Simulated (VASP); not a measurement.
# Hf (Fm-3m) in VASP: further runs

Hf is run at these levels: PBE; tasks: single point.

Everything below comes from runs of VASP 6.6.1. Logs are shortened: lines on timing, memory, paths and dates and some standing lists are left out, and cuts for length are marked.

## (1) The cell of the first run

Symmetry: Fm-3m, No. 225, cubic system. The conventional cell has a = 4.440 Å, b = 4.440 Å, c = 4.440 Å, α = 90.00°, β = 90.00°, γ = 90.00°. Hf (site symmetry m-3m) has 12 Hf at 3.14 Å within 4.1 Å.

## (2) Single point, PBE

File INCAR:

```
SYSTEM = Hf
PREC = Accurate
ENCUT = 520
EDIFF = 1E-6
ISMEAR = 1
SIGMA = 0.2
LREAL = .False.
LASPH = .True.
NELM = 100
ALGO = Normal
ISIF = 2
LWAVE = .False.
LCHARG = .False.
GGA = PE
NBANDS = 11
```

File KPOINTS:

```
regular mesh
0
Gamma
  13 13 13
  0 0 0
```

File POSCAR:

```
Hf
1.0
    0.0000000000      2.2200000000      2.2200000000
    2.2200000000      0.0000000000      2.2200000000
    2.2200000000      2.2200000000      0.0000000000
Hf
1
Direct
    0.0000000000      0.0000000000      0.0000000000
```

Potentials or basis: VASP PAW PBE potentials, release 64 (Hf_pv).

On the command line:

```
$ cat potpaw_PBE.64/Hf_pv/POTCAR > POTCAR
$ mpirun -np 1 vasp_std > vasp.out
```

OUTCAR:

```text
SYSTEM = Hf
   PREC = Accurate
   ENCUT = 520
   EDIFF = 1E-6
   ISMEAR = 1
   LREAL = .False.
   LASPH = .True.
   NELM = 100
   ISIF = 2
   GGA = PE

 ion  position               nearest neighbor table
   1  0.000  0.000  0.000-

  LATTYP: Found a face centered cubic cell.
 ALAT       =     4.4400000000

  Lattice vectors:

 A1 = (   0.0000000000,   2.2200000000,   2.2200000000)
 A2 = (   2.2200000000,   0.0000000000,   2.2200000000)
 A3 = (   2.2200000000,   2.2200000000,   0.0000000000)

Analysis of symmetry for initial positions (statically):
=====================================================================
 Subroutine PRICEL returns:
 Original cell was already a primitive cell.

 Routine SETGRP: Setting up the symmetry group for a
 face centered cubic supercell.

 Subroutine GETGRP returns: Found 48 space group operations
 (whereof 48 operations were pure point group operations)
 out of a pool of 48 trial point group operations.

The static configuration has the point symmetry O_h .

Analysis of symmetry for dynamics (positions and initial velocities):
=====================================================================
 Subroutine PRICEL returns:
 Original cell was already a primitive cell.

 Routine SETGRP: Setting up the symmetry group for a
 face centered cubic supercell.

 Subroutine GETGRP returns: Found 48 space group operations
 (whereof 48 operations were pure point group operations)
 out of a pool of 48 trial point group operations.

The dynamic configuration has the point symmetry O_h .

 Subroutine INISYM returns: Found 48 space group operations
 (whereof 48 operations are pure point group operations),
 and found     1 'primitive' translations

----------------------------------------------------------------------------------------

                                     Primitive cell

  volume of cell :      21.8821

  direct lattice vectors                    reciprocal lattice vectors
     0.000000000  2.220000000  2.220000000    -0.225225225  0.225225225  0.225225225
     2.220000000  0.000000000  2.220000000     0.225225225 -0.225225225  0.225225225
     2.220000000  2.220000000  0.000000000     0.225225225  0.225225225 -0.225225225

  length of vectors
     3.139554108  3.139554108  3.139554108     0.390101533  0.390101533  0.390101533

  position of ions in fractional coordinates (direct lattice)
     0.000000000  0.000000000  0.000000000

  ion indices of the primitive-cell ions
   primitive index   ion index
                 1           1

----------------------------------------------------------------------------------------

 KPOINTS: regular mesh

Automatic generation of k-mesh.
 Grid dimensions read from file:
 generate k-points for:   13   13   13

 Generating k-lattice:

  Cartesian coordinates                     Fractional coordinates (reciprocal lattice)
    -0.017325017  0.017325017  0.017325017     0.076923077  0.000000000  0.000000000
     0.017325017 -0.017325017  0.017325017     0.000000000  0.076923077  0.000000000
     0.017325017  0.017325017 -0.017325017     0.000000000  0.000000000  0.076923077

  Length of vectors
     0.030007810  0.030007810  0.030007810

  Shift w.r.t. Gamma in fractional coordinates (k-lattice)
     0.000000000  0.000000000  0.000000000

 Subroutine IBZKPT returns following result:
 ===========================================

 Found     84 irreducible k-points:

 Following reciprocal coordinates:
            Coordinates               Weight
  0.000000  0.000000  0.000000      1.000000
  0.076923  0.000000  0.000000      8.000000
  0.153846  0.000000  0.000000      8.000000
  0.230769  0.000000  0.000000      8.000000
  0.307692  0.000000  0.000000      8.000000
  0.384615  0.000000  0.000000      8.000000
[... 16 lines left out ...]
  0.384615  0.153846  0.000000     24.000000
  0.461538  0.153846  0.000000     24.000000
 [... further k-points ...]
   k-points           NKPTS =     84   k-points in BZ     NKDIM =     84   number of bands    NBANDS=     11
   number of dos      NEDOS =    301   number of ions     NIONS =      1
   total plane-waves  NPLWV =  13824
   dimension x,y,z NGX =    24 NGY =   24 NGZ =   24
   dimension x,y,z NGXF=    48 NGYF=   48 NGZF=   48
   ions per type =               1
   NGX,Y,Z   is equivalent  to a cutoff of  12.71, 12.71, 12.71 a.u.
   NGXF,Y,Z  is equivalent  to a cutoff of  25.42, 25.42, 25.42 a.u.
 SYSTEM =  Hf
   PREC   = accura    normal or accurate (medium, high low for compatibility)
   ISTART =      0    job   : 0-new  1-cont  2-samecut
   ICHARG =      2    charge: 1-file 2-atom 10-const
   ISPIN  =      1    spin polarized calculation?
   LNONCOLLINEAR =      F non collinear calculations
   LSORBIT =      F    spin-orbit coupling
   LASPH  =      T    aspherical Exc in radial PAW
   ENCUT  =  520.0 eV  38.22 Ry    6.18 a.u.   5.84  5.84  5.84*2*pi/ulx,y,z
   NELM   =    100;   NELMIN=  2; NELMDL= -5     # of ELM steps
   EDIFF  = 0.1E-05   stopping-criterion for ELM
   LREAL  =      F    real-space projection
   EDIFFG = 0.1E-04   stopping-criterion for IOM
   NSW    =      0    number of steps for IOM
   IBRION =     -1    ionic relax: 0-MD 1-quasi-New 2-CG
   NFREE  =      0    steps in history (QN), initial steepest desc. (CG)
   ISIF   =      2    stress and relaxation
   ISYM   =      2    0-nonsym 1-usesym 2-fastsym
   POTIM  = 0.5000    time-step for ionic-motion
   TEBEG  =    0.0;   TEEND  =   0.0 temperature during run
   PSTRESS=    0.0 pullay stress
   NELECT =      10.0000    total number of electrons
   NUPDOWN=      -1.0000    fix difference up-down
   EMIN   =  10.00;   EMAX   =-10.00  energy-range for DOS
   EFERMI =   0.00;   METHOD = LEGACY
   ISMEAR =     1;   SIGMA  =   0.20  broadening in eV -4-tet -1-fermi 0-gaus
   EFERMI_NEDOS =   21; number of points for ismear=-14 and -15
   IALGO  =     38    algorithm
   IMIX   =      4    mixing-type and parameters
     AMIX     =   0.40;   BMIX     =  1.00
     AMIX_MAG =   1.60;   BMIX_MAG =  1.00
  volume/ion in A,a.u.               =      21.88       147.67
  Fermi-wavevector in a.u.,A,eV,Ry     =   1.260991  2.382927 21.634588  1.590097
  Thomas-Fermi vector in A             =   2.394472
   LORBIT       =      0    0 simple, 1 ext, 2 COOP (PROOUT), +10 PAW based schemes
   GGA     = PE    functional components
   LHFCALC =     F    Hartree Fock is set to
   AEXX    =    0.0000 exact exchange contribution
   IVDW    =     0    specifies the selected vdW correction
   LEPSILON=     F    determine dielectric tensor
   LRPA    =     F    only Hartree local field effects (RPA)
 non-spin polarized calculation
 Methfessel and Paxton  Order N= 1 SIGMA  =   0.20
  energy-cutoff  :      520.00
  volume of cell :       21.88
 maximum number of plane-waves:       609
   NGX = 11   NGY = 11   NGZ = 11

 number of electron      10.0000000 magnetization

 Free energy of the ion-electron system (eV)
  ---------------------------------------------------
  ext. energy  EPLUGINS =         0.00000000
  ---------------------------------------------------
  free energy    TOTEN  =        -9.84836715 eV

  energy without entropy =       -9.84973976  energy(sigma->0) =       -9.84882469

 E-fermi :   4.8910     XC(G=0): -11.3868

 val. band max:        4.8833147558   @ k =  -0.2308   0.0769   0.0000
 cond. band min:       4.8963524578   @ k =  -0.1538   0.1538   0.0000
 fundamental gap:      0.0130377020
 Fermi energy:         4.8909568210

 k-point     1 :       0.0000    0.0000    0.0000
  band No.  band energies     occupation
      1     -25.0381      2.00000
      2     -25.0381      2.00000
      3     -25.0381      2.00000
      4      -2.3905      2.00000
      5       6.3086     -0.00000
      6       6.3086     -0.00000
      7       6.3086     -0.00000
      8       9.1792      0.00000
      9       9.1792      0.00000
     10      16.2843      0.00000
     11      18.0398      0.00000

 k-point     2 :       0.0769    0.0000    0.0000
  band No.  band energies     occupation
      1     -25.0917      2.00000
      2     -25.0449      2.00000
      3     -25.0449      2.00000
      4      -2.1786      2.00000
      5       6.0934     -0.00000
      6       6.4094     -0.00000
      7       6.4094     -0.00000
      8       9.0680      0.00000
      9       9.0680      0.00000
     10      16.7550      0.00000
     11      18.0389      0.00000

 k-point     3 :       0.1538    0.0000    0.0000
  band No.  band energies     occupation
      1     -25.2377      2.00000
      2     -25.0635      2.00000
      3     -25.0635      2.00000
      4      -1.5788      2.00000
      5       5.5955     -0.00001
      6       6.6276     -0.00000
      7       6.6276     -0.00000
      8       8.8910      0.00000
      9       8.8910      0.00000
     10      17.5778      0.00000
     11      18.0381      0.00000

 k-point     4 :       0.2308    0.0000    0.0000
  band No.  band energies     occupation
      1     -25.4378      2.00000
      2     -25.0896      2.00000
      3     -25.0896      2.00000
      4      -0.7067      2.00000
      5       5.1014     -0.05943
      6       6.7003     -0.00000
      7       6.7003     -0.00000
      8       9.0424      0.00000
      9       9.0424      0.00000
     10      16.6273      0.00000
     11      18.0413      0.00000

 k-point     5 :       0.3077    0.0000    0.0000
  band No.  band energies     occupation
      1     -25.6434      2.00000
      2     -25.1171      2.00000
      3     -25.1171      2.00000
      4       0.2153      2.00000
      5       4.8751      1.13387
      6       6.5065     -0.00000
      7       6.5065     -0.00000
      8       9.7052      0.00000
      9       9.7052      0.00000
     10      15.6345      0.00000
     11      18.0359      0.00000

 k-point     6 :       0.3846    0.0000    0.0000
  band No.  band energies     occupation
      1     -25.8089      2.00000
      2     -25.1397      2.00000
      3     -25.1397      2.00000
      4       0.8836      2.00000
      5       5.0803     -0.03735
      6       6.2536     -0.00000
      7       6.2536     -0.00000
      8      10.5917      0.00000
      9      10.5917      0.00000
     10      14.9499      0.00000
     11      17.4381      0.00000

 k-point     7 :       0.4615    0.0000    0.0000
  band No.  band energies     occupation
      1     -25.9005      2.00000
      2     -25.1525      2.00000
      3     -25.1525      2.00000
      4       1.1669      2.00000
      5       5.4754     -0.00029
      6       6.0988     -0.00000
      7       6.0988     -0.00000
      8      11.2586      0.00000
      9      11.2586      0.00000
     10      14.6026      0.00000
     11      16.0940      0.00000

 k-point     8 :       0.0769    0.0769    0.0000
  band No.  band energies     occupation
      1     -25.0907      2.00000
      2     -25.0565      2.00000
      3     -25.0565      2.00000
      4      -2.1078      2.00000
      5       5.9772     -0.00000
      6       6.4751     -0.00000
      7       6.4751     -0.00000
      8       8.7621     -0.00000
      9       9.2822      0.00000
     10      16.9198      0.00000
     11      18.0389      0.00000
[... 141 lines left out ...]
 k-point    19 :      -0.0769    0.0769    0.0000
  band No.  band energies     occupation
      1     -25.1643      2.00000
      2     -25.0756      2.00000
      3     -25.0473      2.00000
      4      -1.8362      2.00000
      5       5.7730     -0.00000
      6       6.5634     -0.00000
      7       6.5673     -0.00000
      8       8.6687     -0.00000
      9       9.1840      0.00000
     10      17.4684      0.00000
     11      18.0369      0.00000

 k-point    20 :       0.1538    0.1538    0.0000
  band No.  band energies     occupation
      1     -25.2324      2.00000
      2     -25.1071      2.00000
      3     -25.1071      2.00000
      4      -1.3070      2.00000
      5       5.1988     -0.05177
      6       6.9728     -0.00000
      7       6.9728     -0.00000
      8       7.7279     -0.00000
      9       9.5784      0.00000
     10      18.0373      0.00000
     11      18.5955      0.00000

 k-point    21 :       0.2308    0.1538    0.0000
  band No.  band energies     occupation
      1     -25.3616      2.00000
      2     -25.1402      2.00000
      3     -25.1338      2.00000
      4      -0.6443      2.00000
      5       4.7572      1.89696
      6       6.8011     -0.00000
      7       7.2694     -0.00000
      8       7.7653     -0.00000
      9       9.8004      0.00000
     10      18.0335      0.00000
     11      18.8394      0.00000

 k-point    22 :       0.3077    0.1538    0.0000
  band No.  band energies     occupation
      1     -25.5306      2.00000
      2     -25.1709      2.00000
      3     -25.1669      2.00000
      4       0.2346      2.00000
      5       4.4179      2.00414
      6       6.1527     -0.00000
      7       7.3278     -0.00000
      8       8.6291     -0.00000
      9      10.2789      0.00000
     10      17.6104      0.00000
     11      18.0563      0.00000

 k-point    23 :       0.3846    0.1538    0.0000
  band No.  band energies     occupation
      1     -25.6897      2.00000
      2     -25.2092      2.00000
      3     -25.1923      2.00000
      4       1.1111      2.00000
      5       4.3162      2.00037
      6       5.6725     -0.00000
      7       7.1405     -0.00000
      8       9.7752      0.00000
      9      10.9780      0.00000
     10      16.2248      0.00000
     11      18.0442      0.00000

 k-point    24 :       0.4615    0.1538    0.0000
  band No.  band energies     occupation
      1     -25.8033      2.00000
      2     -25.2518      2.00000
      3     -25.1997      2.00000
      4       1.7016      2.00000
      5       4.4294      2.00523
      6       5.5601     -0.00002
      7       6.8986     -0.00000
      8      11.0260      0.00000
      9      11.4493      0.00000
     10      14.6815      0.00000
     11      17.9646      0.00000

 [... further k-points ...]
[... 5 lines left out ...]
  --------------------------------------------------------------------------------------
  -------------------------------------------------------------------------------------
  Total        0.3843227      0.3843227      0.3843227      0.0000000      0.0000000     -0.0000000
  in kB       28.1395828     28.1395828     28.1395828      0.0000000      0.0000000     -0.0000000
  external PRESSURE =      28.1395828 kB  Pullay stress =       0.0000000 kB

 VOLUME and BASIS-vectors are now :
 -----------------------------------------------------------------------------
  energy-cutoff  :      520.00
  volume of cell :       21.88
      direct lattice vectors                 reciprocal lattice vectors
     0.000000000  2.220000000  2.220000000    -0.225225225  0.225225225  0.225225225
     2.220000000  0.000000000  2.220000000     0.225225225 -0.225225225  0.225225225
     2.220000000  2.220000000  0.000000000     0.225225225  0.225225225 -0.225225225

 POSITION                                       TOTAL-FORCE (eV/Angst)
 -----------------------------------------------------------------------------------
      0.00000      0.00000      0.00000         0.000000     -0.000000      0.000000
 -----------------------------------------------------------------------------------
    total drift:                                0.000000      0.000000      0.000000

  FREE ENERGIE OF THE ION-ELECTRON SYSTEM (eV)
  ---------------------------------------------------
  free  energy   TOTEN  =        -9.8483671530 eV

  energy  without entropy=       -9.8497397623  energy(sigma->0) =       -9.84882469
```

Wall time 8.7 s (1 thread of AMD EPYC 9R45 (Zen 5), shared host); peak memory 0.12 GiB.

What came out:

| Item | Value |
| --- | --- |
| Free energy | -9.8484 eV |
| Pressure | 2.8 GPa |
| Band gap on the k mesh | zero (band 5 reaches 6.31 eV, above the bottom of band 6 at 4.34 eV) |

Caveat: spin-orbit coupling is left out, which moves the levels of the heavy elements.

## (3) Single point, PBE

File INCAR:

```
SYSTEM = Hf
PREC     = Accurate       ! precision mode
ENCUT    = 520            ! plane-wave cutoff, eV
EDIFF    = 1E-6           ! SCF threshold, eV
ISMEAR   = 0              ! smearing method
SIGMA    = 0.2            ! smearing width, eV
LREAL    = .FALSE.        ! projectors in reciprocal space
LASPH    = .TRUE.         ! aspherical terms in the spheres
NELM     = 100            ! most SCF steps
ALGO     = Normal         ! electronic algorithm
ISIF     = 2              ! what is computed and relaxed
LWAVE    = .FALSE.        ! write WAVECAR
LCHARG   = .TRUE.         ! write CHGCAR
GGA      = PE             ! functional
LELF     = .TRUE.         ! ELF
LVHAR    = .TRUE.       
NBANDS   = 11             ! bands
```

File KPOINTS:

```
regular mesh
0
G
  13 13 13
  0 0 0
```

POSCAR is that of step 2.

Potentials or basis: VASP PAW PBE potentials, release 64 (Hf_pv).

On the command line:

```
$ cat potpaw_PBE.64/Hf_pv/POTCAR > POTCAR
$ mpirun -np 1 vasp_std > vasp.out
```

It took 8.9 s on 1 thread of AMD EPYC 9R45 (Zen 5), shared host; peak memory 0.12 GiB.

The run converged. Its results:

```yaml
Free_energy: -9.8625 eV
Pressure: 2.9 GPa
Band_gap_on_the_k_mesh: zero (band 5 reaches 6.31 eV, above the bottom of band 6 at 4.34 eV)
```

Levels at points of the mesh, in eV from the Fermi level:
```tsv
k point	band 2	band 3	band 4	band 5	band 6	band 7	band 8	band 9
(0.00, 0.00, 0.00)	-29.93	-29.93	-7.29	1.41	1.41	1.41	4.28	4.28
```

Caveat: spin-orbit coupling is left out, which moves the levels of the heavy elements.

## (4) Single point, PBE

File INCAR:

```
SYSTEM = Hf
PREC = Accurate ; ENCUT = 520
EDIFF = 1E-6 ; ISMEAR = -5
SIGMA = 0.1 ; LREAL = .False.
LASPH = .True. ; NELM = 60
ALGO = Normal ; ISIF = 2
LWAVE = .False. ; LCHARG = .False.
GGA = PE ; NBANDS = 11
```

File KPOINTS:

```
regular mesh
0
Gamma
  13 13 13
  0 0 0
```

POSCAR is that of step 3.

On the command line:

```
$ cat potpaw_PBE.64/Hf_pv/POTCAR > POTCAR
$ mpirun -np 1 vasp_std > vasp.out
```

Wall time 9.2 s (1 thread of AMD EPYC 9R45 (Zen 5), shared host); peak memory 0.12 GiB.

The run converged. Its results:

- Free energy: -9.8478 eV
- Pressure: 2.9 GPa
- Band gap on the k mesh: zero (band 5 reaches 6.31 eV, above the bottom of band 6 at 4.33 eV)

Levels at points of the mesh, in eV from the Fermi level:
```
           k point  band 3  band 4  band 5  band 6  band 7  band 8
(0.00, 0.00, 0.00)  -29.95   -7.30    1.40    1.40    1.40    4.27
```

Caveat: spin-orbit coupling is left out, which moves the levels of the heavy elements; tetrahedron occupations give inexact forces and stress in metals.

## (5) Single point, PBE (volume scaled by 0.96)

File INCAR:

```
ALGO = Normal
EDIFF = 1E-6
ENCUT = 520
GGA = PE
ISIF = 2
ISMEAR = -1
LASPH = T
LCHARG = T
LELF = T
LREAL = F
LVHAR = T
LWAVE = F
NBANDS = 11
NELM = 60
PREC = Accurate
SIGMA = 0.03
```

File KPOINTS:

```
k-points
0
Gamma
  13 13 13
```

File POSCAR:

```
Hf
1.0
    0.0000000000      2.1899963220      2.1899963220
    2.1899963220      0.0000000000      2.1899963220
    2.1899963220      2.1899963220      0.0000000000
Hf
1
Direct
    0.0000000000      0.0000000000      0.0000000000
```

On the command line:

```
$ cat potpaw_PBE.64/Hf_pv/POTCAR > POTCAR
$ mpirun -np 1 vasp_std > vasp.out
```

Wall time 13 s (1 thread of Intel Xeon 8259CL, shared host); peak memory 0.15 GiB.

It converged, with:

| Item | Value |
| --- | --- |
| Free energy | -9.8216 eV |
| Pressure | 7.9 GPa |
| Band gap on the k mesh | zero (band 5 reaches 6.61 eV, above the bottom of band 6 at 4.60 eV) |

Levels at points of the mesh, in eV from the Fermi level:
```
           k point  band 3  band 4  band 5  band 6  band 7  band 8
(0.00, 0.00, 0.00)  -29.77   -7.41    1.44    1.44    1.44    4.46
```

Caveat: spin-orbit coupling is left out, which moves the levels of the heavy elements.

## (6) Summary

| cell | smearing | gap on the mesh (eV) | pressure (GPa) |
| --- | --- | --- | --- |
| a = 3.140 Å, angles 60.0°, 1 atom | methfessel-paxton 0.2 eV | none | 2.8 |
| a = 3.140 Å, angles 60.0°, 1 atom | gaussian 0.2 eV | none | 2.9 |
| a = 3.140 Å, angles 60.0°, 1 atom | tetrahedron | none | 2.9 |
| a = 3.097 Å, angles 60.0°, 1 atom | fermi-dirac 0.03 eV | none | 7.9 |

Alike in all rows: task single point; level PBE; potentials or basis VASP PAW PBE potentials, release 64 (Hf_pv); no spin polarisation; k mesh 13 × 13 × 13; cutoff (eV) 520.

Every run on the cell as given and a fine mesh finds a metal.

Caveats: spin-orbit coupling is left out, which moves the levels of the heavy elements; tetrahedron occupations give inexact forces and stress in metals (some runs).

Absolute energies hang on the potentials; compare differences alone.
